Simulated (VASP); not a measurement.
# AlRu (P6_3/mmc) in VASP: single point with PBE

Aim: the single point of AlRu with PBE.

Everything below comes from runs of VASP 6.6.1. Logs are shortened: lines on timing, memory, paths and dates and some standing lists are left out, and cuts for length are marked.

### Step 1. The cell of the first run

The structure is hexagonal, space group P6_3/mmc (No. 194). Conventional cell: a = 2.877 Å, b = 2.877 Å, c = 7.910 Å, α = 90.00°, β = 90.00°, γ = 120.00°. Within 3.4 Å of Al (site symmetry -3m) lie 6 Ru at 2.58 Å and 6 Al at 2.88 Å. Within 3.4 Å of Ru (site symmetry -6m2) lie 6 Al at 2.58 Å and 6 Ru at 2.88 Å.

### Step 2. Single point, PBE

Contents of POSCAR:

```
AlRu
1.0
    2.8769616965      0.0000000000      0.0000000000
   -1.4384808482      2.4915219148      0.0000000000
    0.0000000000      0.0000000000      7.9095073271
Al Ru
2 2
Direct
    0.0000000000      0.0000000000      0.5000000000
    0.0000000000      0.0000000000      0.0000000000
    0.6666666667      0.3333333333      0.7500000000
    0.3333333333      0.6666666667      0.2500000000
```

Contents of INCAR.step1:

```
  ALGO = Fast
  EDIFF = 1E-6
  ENCUT = 520
  GGA = PE
  ISIF = 2
  ISMEAR = 0
  LASPH = True
  LCHARG = True
  LMAXMIX = 4
  LREAL = False
  LWAVE = False
  NBANDS = 25
  NELM = 60
  PREC = Accurate
  SIGMA = 0.1
```

Contents of KPOINTS.step1:

```
k-points
0
Gamma
  18 18 6
```

Contents of INCAR.step2:

```
  ALGO = Fast
  EDIFF = 1E-6
  ENCUT = 520
  GGA = PE
  ICHARG = 11
  ISIF = 2
  ISMEAR = -5
  LASPH = True
  LCHARG = False
  LMAXMIX = 4
  LORBIT = 11
  LREAL = False
  LWAVE = False
  NEDOS = 2001
  NELM = 60
  PREC = Accurate
  SIGMA = 0.1
```

Contents of KPOINTS.step2:

```
k-points
0
Gamma
  27 27 9
```

Potentials or basis: VASP PAW PBE potentials, release 64 (Al, Ru_pv).

Command:

```bash
$ cat potpaw_PBE.64/Al/POTCAR potpaw_PBE.64/Ru_pv/POTCAR > POTCAR
$ cp INCAR.step1 INCAR
$ cp KPOINTS.step1 KPOINTS
$ mpirun -np 1 vasp_std > vasp.out
$ cp INCAR.step2 INCAR
$ cp KPOINTS.step2 KPOINTS
$ mpirun -np 1 vasp_std > vasp.out
```

OUTCAR:

```text
EDIFF = 1E-6
   ENCUT = 520
   GGA = PE
   ICHARG = 11
   ISIF = 2
   ISMEAR = -5
   LASPH = True
   LORBIT = 11
   LREAL = False
   NELM = 60
   PREC = Accurate

 ion  position               nearest neighbor table
   1  0.000  0.000  0.500-   3 2.58   4 2.58   4 2.58   3 2.58   3 2.58   4 2.58
   2  0.000  0.000  0.000-   3 2.58   4 2.58   4 2.58   3 2.58   3 2.58   4 2.58
   3  0.667  0.333  0.750-   1 2.58   2 2.58   1 2.58   2 2.58   1 2.58   2 2.58
   4  0.333  0.667  0.250-   1 2.58   2 2.58   1 2.58   2 2.58   1 2.58   2 2.58

  LATTYP: Found a hexagonal cell.
 ALAT       =     2.8769616965
 C/A-ratio  =     2.7492570849

  Lattice vectors:

 A1 = (   2.8769616965,   0.0000000000,   0.0000000000)
 A2 = (  -1.4384808482,   2.4915219148,   0.0000000000)
 A3 = (   0.0000000000,   0.0000000000,   7.9095073271)

Analysis of symmetry for initial positions (statically):
=====================================================================
 Subroutine PRICEL returns:
 Original cell was already a primitive cell.

 Routine SETGRP: Setting up the symmetry group for a
 hexagonal supercell.

 Subroutine GETGRP returns: Found 24 space group operations
 (whereof 12 operations were pure point group operations)
 out of a pool of 24 trial point group operations.

The static configuration has the point symmetry D_3d.
 The point group associated with its full space group is D_6h.

Analysis of symmetry for dynamics (positions and initial velocities):
=====================================================================
 Subroutine PRICEL returns:
 Original cell was already a primitive cell.

 Routine SETGRP: Setting up the symmetry group for a
 hexagonal supercell.

 Subroutine GETGRP returns: Found 24 space group operations
 (whereof 12 operations were pure point group operations)
 out of a pool of 24 trial point group operations.

The dynamic configuration has the point symmetry D_3d.
 The point group associated with its full space group is D_6h.

 Subroutine INISYM returns: Found 24 space group operations
 (whereof 12 operations are pure point group operations),
 and found     1 'primitive' translations

----------------------------------------------------------------------------------------

                                     Primitive cell

  volume of cell :      56.6955

  direct lattice vectors                    reciprocal lattice vectors
     2.876961696  0.000000000  0.000000000     0.347588917  0.200680555  0.000000000
    -1.438480848  2.491521915  0.000000000     0.000000000  0.401361109  0.000000000
     0.000000000  0.000000000  7.909507327     0.000000000  0.000000000  0.126430125

  length of vectors
     2.876961696  2.876961696  7.909507327     0.401361109  0.401361109  0.126430125

  position of ions in fractional coordinates (direct lattice)
     0.000000000  0.000000000  0.500000000
     0.000000000  0.000000000  0.000000000
     0.666666667  0.333333333  0.750000000
     0.333333333  0.666666667  0.250000000

  ion indices of the primitive-cell ions
   primitive index   ion index
                 1           1
                 2           2
                 3           3
                 4           4

----------------------------------------------------------------------------------------

 KPOINTS: k-points

Automatic generation of k-mesh.
 Grid dimensions read from file:
 generate k-points for:   27   27    9

 Generating k-lattice:

  Cartesian coordinates                     Fractional coordinates (reciprocal lattice)
     0.012873664  0.007432613  0.000000000     0.037037037  0.000000000  0.000000000
     0.000000000  0.014865226  0.000000000     0.000000000  0.037037037  0.000000000
     0.000000000  0.000000000  0.014047792     0.000000000  0.000000000  0.111111111

  Length of vectors
     0.014865226  0.014865226  0.014047792

  Shift w.r.t. Gamma in fractional coordinates (k-lattice)
     0.000000000  0.000000000  0.000000000

 TETIRR: Found   6288 inequivalent tetrahedra from    39366

 Subroutine IBZKPT returns following result:
 ===========================================

 Found    375 irreducible k-points:

 Following reciprocal coordinates:
            Coordinates               Weight
  0.000000  0.000000  0.000000      1.000000
  0.037037  0.000000  0.000000      6.000000
  0.074074  0.000000  0.000000      6.000000
  0.111111 -0.000000  0.000000      6.000000
  0.148148  0.000000  0.000000      6.000000
  0.185185  0.000000  0.000000      6.000000
[... 16 lines left out ...]
  0.333333  0.037037  0.000000     12.000000
  0.370370  0.037037  0.000000     12.000000
 [... further k-points ...]
   k-points           NKPTS =    375   k-points in BZ     NKDIM =    375   number of bands    NBANDS=     21
   number of dos      NEDOS =   2001   number of ions     NIONS =      4
   total plane-waves  NPLWV =  34560
   dimension x,y,z NGX =    24 NGY =   24 NGZ =   60
   dimension x,y,z NGXF=    48 NGYF=   48 NGZF=  120
   ions per type =               2   2
   NGX,Y,Z   is equivalent  to a cutoff of  13.87, 13.87, 12.61 a.u.
   NGXF,Y,Z  is equivalent  to a cutoff of  27.74, 27.74, 25.22 a.u.
 SYSTEM =  unknown system
   PREC   = accura    normal or accurate (medium, high low for compatibility)
   ISTART =      0    job   : 0-new  1-cont  2-samecut
   ICHARG =     11    charge: 1-file 2-atom 10-const
   ISPIN  =      1    spin polarized calculation?
   LNONCOLLINEAR =      F non collinear calculations
   LSORBIT =      F    spin-orbit coupling
   LASPH  =      T    aspherical Exc in radial PAW
   ENCUT  =  520.0 eV  38.22 Ry    6.18 a.u.   5.35  5.35 14.71*2*pi/ulx,y,z
   NELM   =     60;   NELMIN=  2; NELMDL=  0     # of ELM steps
   EDIFF  = 0.1E-05   stopping-criterion for ELM
   LREAL  =      F    real-space projection
   EDIFFG = 0.1E-04   stopping-criterion for IOM
   NSW    =      0    number of steps for IOM
   IBRION =     -1    ionic relax: 0-MD 1-quasi-New 2-CG
   NFREE  =      0    steps in history (QN), initial steepest desc. (CG)
   ISIF   =      2    stress and relaxation
   ISYM   =      2    0-nonsym 1-usesym 2-fastsym
   POTIM  = 0.5000    time-step for ionic-motion
   TEBEG  =    0.0;   TEEND  =   0.0 temperature during run
   PSTRESS=    0.0 pullay stress
   NELECT =      34.0000    total number of electrons
   NUPDOWN=      -1.0000    fix difference up-down
   EMIN   =  10.00;   EMAX   =-10.00  energy-range for DOS
   EFERMI =   0.00;   METHOD = LEGACY
   ISMEAR =    -5;   SIGMA  =   0.10  broadening in eV -4-tet -1-fermi 0-gaus
   EFERMI_NEDOS =   21; number of points for ismear=-14 and -15
   IALGO  =     68    algorithm
   IMIX   =      4    mixing-type and parameters
     AMIX     =   0.40;   BMIX     =  1.00
     AMIX_MAG =   1.60;   BMIX_MAG =  1.00
  volume/ion in A,a.u.               =      14.17        95.65
  Fermi-wavevector in a.u.,A,eV,Ry     =   1.380549  2.608859 25.931544  1.905915
  Thomas-Fermi vector in A             =   2.505415
   LORBIT       =     11    0 simple, 1 ext, 2 COOP (PROOUT), +10 PAW based schemes
   GGA     = PE    functional components
   LHFCALC =     F    Hartree Fock is set to
   AEXX    =    0.0000 exact exchange contribution
   IVDW    =     0    specifies the selected vdW correction
   LEPSILON=     F    determine dielectric tensor
   LRPA    =     F    only Hartree local field effects (RPA)
 non-spin polarized calculation
 RMM-DIIS sequential band-by-band and
 Fermi weights with tetrahedron method with Bloechl corrections
  energy-cutoff  :      520.00
  volume of cell :       56.70
 maximum number of plane-waves:      1565
 NGX is ok and might be reduce to    24

 number of electron      34.0000000 magnetization

 Free energy of the ion-electron system (eV)
  ---------------------------------------------------
  ext. energy  EPLUGINS =         0.00000000
  ---------------------------------------------------
  free energy    TOTEN  =       -27.42943460 eV

  energy without entropy =      -27.42943460  energy(sigma->0) =      -27.42943460

 E-fermi :  10.2845     XC(G=0): -12.2578

 val. band max:       10.3121319945   @ k =   0.2963   0.0000   0.3333
 cond. band min:      10.2662586548   @ k =   0.1852   0.1111   0.2222
 fundamental gap:     -0.0458733396
 Fermi energy:        10.2845096351

 k-point     1 :       0.0000    0.0000    0.0000
  band No.  band energies     occupation
      1     -31.7175      2.00000
      2     -31.7175      2.00000
      3     -31.7172      2.00000
      4     -31.7172      2.00000
      5     -31.6975      2.00000
      6     -31.6876      2.00000
[... 13 lines left out ...]
     20      10.3071      0.00000
     21      16.5503      0.00000

 k-point     2 :       0.0370    0.0000    0.0000
  band No.  band energies     occupation
      1     -31.7232      2.00000
      2     -31.7229      2.00000
      3     -31.7189      2.00000
      4     -31.7185      2.00000
      5     -31.6966      2.00000
      6     -31.6867      2.00000
[... 13 lines left out ...]
     20      10.5913      0.00000
     21      16.5586      0.00000

 k-point     3 :       0.0741    0.0000    0.0000
  band No.  band energies     occupation
      1     -31.7400      2.00000
      2     -31.7397      2.00000
      3     -31.7229      2.00000
      4     -31.7225      2.00000
      5     -31.6940      2.00000
      6     -31.6843      2.00000
[... 13 lines left out ...]
     20      11.0931      0.00000
     21      16.5829      0.00000
[... 457 lines left out ...]
 k-point    23 :       0.3333    0.0370    0.0000
  band No.  band energies     occupation
      1     -32.0485      2.00000
      2     -32.0476      2.00000
      3     -31.8005      2.00000
      4     -31.8002      2.00000
      5     -31.6435      2.00000
      6     -31.6394      2.00000
[... 13 lines left out ...]
     20      13.1490      0.00000
     21      13.9678      0.00000

 k-point    24 :       0.3704    0.0370    0.0000
  band No.  band energies     occupation
      1     -32.0823      2.00000
      2     -32.0813      2.00000
      3     -31.8091      2.00000
      4     -31.8088      2.00000
      5     -31.6377      2.00000
      6     -31.6345      2.00000
[... 13 lines left out ...]
     20      12.8769      0.00000
     21      13.7120      0.00000

 [... further k-points ...]

------------------------ aborting loop because EDIFF is reached ----------------------------------------

  FORCE on cell =-STRESS in cart. coord.  units (eV):
  Direction    XX          YY          ZZ          XY          YZ          ZX
  --------------------------------------------------------------------------------------
  -------------------------------------------------------------------------------------
  Total        0.1305744      0.1305744     -0.2570414      0.0000000     -0.0000000      0.0000000
  in kB        3.6899491      3.6899491     -7.2638266      0.0000000     -0.0000000      0.0000000
  external PRESSURE =       0.0386905 kB  Pullay stress =       0.0000000 kB

 VOLUME and BASIS-vectors are now :
 -----------------------------------------------------------------------------
  energy-cutoff  :      520.00
  volume of cell :       56.70
      direct lattice vectors                 reciprocal lattice vectors
     2.876961696  0.000000000  0.000000000     0.347588917  0.200680555  0.000000000
    -1.438480848  2.491521915  0.000000000     0.000000000  0.401361109  0.000000000
     0.000000000  0.000000000  7.909507327     0.000000000  0.000000000  0.126430125

 POSITION                                       TOTAL-FORCE (eV/Angst)
 -----------------------------------------------------------------------------------
      0.00000      0.00000      3.95475        -0.000000      0.000000      0.000000
      0.00000      0.00000      0.00000        -0.000000      0.000000      0.000000
      1.43848      0.83051      5.93213        -0.000000      0.000000      0.000000
     -0.00000      1.66101      1.97738         0.000000     -0.000000     -0.000000
 -----------------------------------------------------------------------------------
    total drift:                               -0.000000      0.000000      0.000000

  FREE ENERGIE OF THE ION-ELECTRON SYSTEM (eV)
  ---------------------------------------------------
  free  energy   TOTEN  =       -27.4294346024 eV

  energy  without entropy=      -27.4294346024  energy(sigma->0) =      -27.42943460

 total charge

# of ion       s       p       d       tot
------------------------------------------
    1        0.416   0.396   0.000   0.812
    2        0.416   0.396   0.000   0.812
    3        0.349   6.229   6.146  12.724
    4        0.349   6.229   6.146  12.724
--------------------------------------------------
tot          1.530  13.250  12.292  27.072
```

Run time: 4.8 min. Hardware: 1 thread of AMD EPYC 9R45 (Zen 5), shared host; peak memory 0.46 GiB.

What came out:

```yaml
Valence_electrons_inside_the_program's_atomic_spheres: Al 0.81; Ru 12.72
```

Caveat: tetrahedron occupations give inexact forces and stress in metals.
